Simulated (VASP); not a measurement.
Si:

```xyz
1
Lattice="2.5270 0.0000 0.0000 -1.2635 2.1884 0.0000 0.0000 0.0000 2.3730" Properties=species:S:1:pos:R:3 pbc="T T T"
Si    0.0000    0.0000    0.0000
```

```yaml
Program: VASP 6.6.1
Task: relaxation of cell and atoms
Functional: PBEsol
Potentials_or_basis: VASP PAW PBE potentials, release 64 (Si)
Cutoff: 600 eV
k_mesh: 14 × 14 × 13
Occupations: fermi-dirac, width 0.15 eV
Spin: no spin polarisation
```

At the start: pressure 18.0 GPa; volume 13.12 Å³/atom.

Task: How do energy, volume and symmetry change on relaxing?

Result: Over 7 steps the energy falls by 84.4 meV/atom and the volume is 14.82 Å³/atom (+12.9 %); space group P6/mmm (No. 191, to 0.05 Å).

The path:
```tsv
step	energy change (eV)	largest force (eV/Å)	pressure (GPa)	volume (Å³)
1	0.0000	0.0000	18.04	13.12
2	-0.0460	0.0000	-8.18	16.13
3	-0.0837	0.0000	-0.03	14.79
4	-0.0837	0.0000	0.24	14.76
5	-0.0843	0.0000	0.21	14.77
6	-0.0844	0.0000	0.21	14.78
7	-0.0844	0.0000	-0.11	14.82
```

Final structure:
```
Si
1.0
     2.63805    0.00000    0.00000
    -1.31903    2.28462    0.00000
     0.00000    0.00000    2.45858
Si
1
Cartesian
  2.6381 0.0000 0.0000
```

Caveat: the PAW data sets were made with another functional, which shifts forces and pressure a little; the volume moved by +13 % from the deposited cell, more than functionals usually miss.
